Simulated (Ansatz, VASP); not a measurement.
Si in VASP and in Ansatz

File POSCAR:

```
Si
1.0
    1.3145004514     -2.2767815684      0.0000000000
    0.0000000000      0.0000000000     -2.4937990725
    7.8870027083      4.5535631369      0.0000000000
Si
4
Direct
    0.0000000000      0.0000000000      0.0000000000
    0.5000000000      0.0000000000      0.2500000000
    0.0000000000      0.0000000000      0.5000000000
    0.5000000000      0.0000000000      0.7500000000
```

Contents of INCAR.step1:

```
PREC = Accurate
ENCUT = 520
ISMEAR = 0
SIGMA = 0.15
LREAL = F
LASPH = T
NELM = 100
NBANDS = 16
GGA = PE
ALGO = Normal
EDIFF = 1E-4
LWAVE = T
LCHARG = F
```

Contents of INCAR.step2:

```
PREC = Accurate
ENCUT = 520
EDIFF = 1E-7
ISMEAR = 0
SIGMA = 0.15
LREAL = F
LASPH = T
NELM = 100
ALGO = Normal
ISIF = 2
LWAVE = F
LCHARG = T
METAGGA = R2SCAN
LMIXTAU = T
LELF = T
LVHAR = T
NBANDS = 16
ISTART = 1
```

File KPOINTS:

```
regular mesh
0
Gamma
  22 23 7
```

Input for Ansatz:

```yaml
crystal:
  lattice:
    - [1.3145004514, -2.2767815684, 0.0]
    - [0.0, 0.0, -2.4937990725]
    - [7.8870027083, 4.5535631369, 0.0]
  atoms:
    - { symbol: Si, position: [0.0, 0.0, 0.0] }
    - { symbol: Si, position: [0.5, 0.0, 0.25] }
    - { symbol: Si, position: [0.0, 0.0, 0.5] }
    - { symbol: Si, position: [0.5, 0.0, 0.75] }
basis:
  ecutwfc: 500
kpoints:
  mp_grid: { grid: [22, 23, 7] }
hamiltonian:
  xc: r2scan
scf:
  occupations: { method: gaussian, width: 0.15 }
output:
  forces: true
  stress: true
  eigenvalues: true
  write_density: true
  write_potential: true
  elf: true
  volumetric_format: npy
```

Alike in both runs: task single point; functional r2SCAN; k mesh 22 × 23 × 7; occupations gaussian, width 0.15 eV; no spin polarisation.

|  | VASP | Ansatz |
| --- | --- | --- |
| version | VASP 6.6.1 | Ansatz 0.2.0 |
| potentials or method | VASP PAW PBE potentials, release 64 (Si), cutoff 520 eV | scalar-relativistic, plane waves, PAW |
| valence electrons in the cell | 16 | 16 |

|  | VASP | Ansatz | Ansatz less VASP |
| --- | --- | --- | --- |
| gap on the k mesh at the Fermi level (eV) | none | none | - |
| pressure (GPa) | -0.1 | 0.0 | +0.08 |
| traceless stress, the component that is largest in VASP (GPa) | -1.99 | -1.92 | +0.066 |

VASP's potentials were made for PBE, not for r2SCAN. A gap of «none» marks a metal or a gap that the smearing closes.
